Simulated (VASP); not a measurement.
Set up this calculation in VASP 6.6.1, as the native input.

* Task: single point
* Functional: PBE
* Potentials or basis: VASP PAW PBE potentials, release 64 (H, Mo_sv)
* Cutoff: 520 eV
* k mesh: 5 × 5 × 2
* Occupations: gaussian, width 0.2 eV
* Spin: no spin polarisation
* Dipole correction: no
* Further INCAR settings: ALGO = Normal; EDIFF = 1e-07; NBANDS = 52

The structure of Mo6H lies in POSCAR:

```
Mo6H
1.0
    3.1784969327      0.0000000000      0.0000000000
    0.0000000000      3.1784969327      0.0000000000
    0.0000000000      0.0000000000      9.7179635534
H Mo
1 6
Direct
    0.0000000000      0.0000000000      0.0000000000
    0.5000000000      0.0000000000      0.5773543148
    0.0000000000      0.5000000000      0.4226456852
    0.0000000000      0.5000000000      0.1016803487
    0.5000000000      0.0000000000      0.8983196513
    0.0000000000      0.5000000000      0.7454560505
    0.5000000000      0.0000000000      0.2545439495
```

The input as run:

INCAR

```
SYSTEM = Mo6H
ALGO = Normal
EDIFF = 1E-7
ENCUT = 520
GGA = PE
ISIF = 2
ISMEAR = 0
LASPH = .TRUE.
LCHARG = .FALSE.
LREAL = .FALSE.
LWAVE = .FALSE.
NBANDS = 52
NELM = 80
PREC = Accurate
SIGMA = 0.2
```

KPOINTS

```
k-points
0
G
  5 5 2
  0 0 0
```

Potentials or basis: VASP PAW PBE potentials, release 64 (H, Mo_sv).

The run is started by

```console
$ cat potpaw_PBE.64/H/POTCAR potpaw_PBE.64/Mo_sv/POTCAR > POTCAR
$ mpirun -np 1 vasp_std > vasp.out
```

It gave:

* Pressure: 0.6 GPa
* Largest force: 0.006 eV/Å

Caveat: the k points lie up to 0.40 Å⁻¹ apart.

Wall time 29 s on 1 thread of Intel(R) Xeon(R) 6975P-C (Granite Rapids) (shared host), peak memory 0.2 GiB.
